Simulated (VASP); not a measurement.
Runs of VASP 6.6.1 on AlGa3N4. The structure is that of space group P-43m (No. 215), or close to it. The cells are those of the table. 

```csv
cell,gap on the mesh (eV),pressure (GPa),largest force (eV/Å)
"a = 4.609 Å, 8 atoms",2.13,-15.0,0.07
"a = 4.465 Å, 8 atoms",(a),0.7,0.08
"a = 4.510 Å, 8 atoms",2.60,(c),0.07
"a = 4.374 Å, 8 atoms",3.27,(b),0.10
```

Alike in all rows: task single point; level r2SCAN; potentials or basis VASP PAW PBE potentials, release 64 (Al, Ga_d, N); no spin polarisation; k mesh 6 × 6 × 6; cutoff (eV) 520; smearing gaussian 0.02 eV.

Question: Estimate the missing entries.

Answer: (a) 2.82; (b) 15.1; (c) -5.0.

Caveats: the PAW data sets were made with another functional, which shifts forces and pressure a little.

A k mesh can miss the band edges, and the runs leave out spin-orbit coupling on Ga.
